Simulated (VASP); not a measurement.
# Sr: single point with PBE

Crystal: Sr.

```xyz
2
Lattice="-3.7791 3.7791 2.0605 3.7791 -3.7791 2.0605 3.7791 3.7791 -2.0605" Properties=species:S:1:pos:R:3 pbc="T T T"
Sr    0.0000    0.0000    0.0000
Sr    0.0000    3.7791    1.0303
```

| Property | Result |
| --- | --- |
| Program | VASP 6.6.1 |
| Task | single point |
| Functional | PBE |
| Potentials or basis | VASP PAW PBE potentials, release 64 (Sr_sv) |
| Cutoff | 520 eV |
| k mesh | 8 × 8 × 8 |
| Occupations | fermi-dirac, width 0.05 eV |
| Spin | no spin polarisation |

```yaml
Pressure: -0.4 GPa
Band_gap_on_the_k_mesh: zero (band 10 reaches 1.62 eV, above the bottom of band 11 at 1.05 eV)
```

Stress tensor (GPa, compression positive):
```
-0.28  0.00  0.00
 0.00 -0.28  0.00
 0.00  0.00 -0.77
```

Levels at points of the mesh, in eV from the Fermi level:
| k point | band 8 | band 9 | band 10 | band 11 | band 12 | band 13 |
| --- | --- | --- | --- | --- | --- | --- |
| (0.00, 0.00, 0.00) | -18.69 | -3.40 | -0.26 | 0.63 | 1.08 | 1.67 |
| (0.50, 0.00, 0.00) | -18.68 | -0.84 | -0.13 | 0.02 | 0.98 | 1.24 |
| (0.50, 0.50, 0.00) | -18.69 | -1.87 | -1.87 | 1.06 | 1.06 | 1.51 |
| (0.50, 0.50, 0.50) | -18.67 | -1.15 | -1.15 | -0.13 | -0.13 | 1.61 |

Wall time 2.2 min on 1 thread of Intel(R) Xeon(R) 6975P-C (Granite Rapids), on a shared host, peak memory 0.36 GiB.
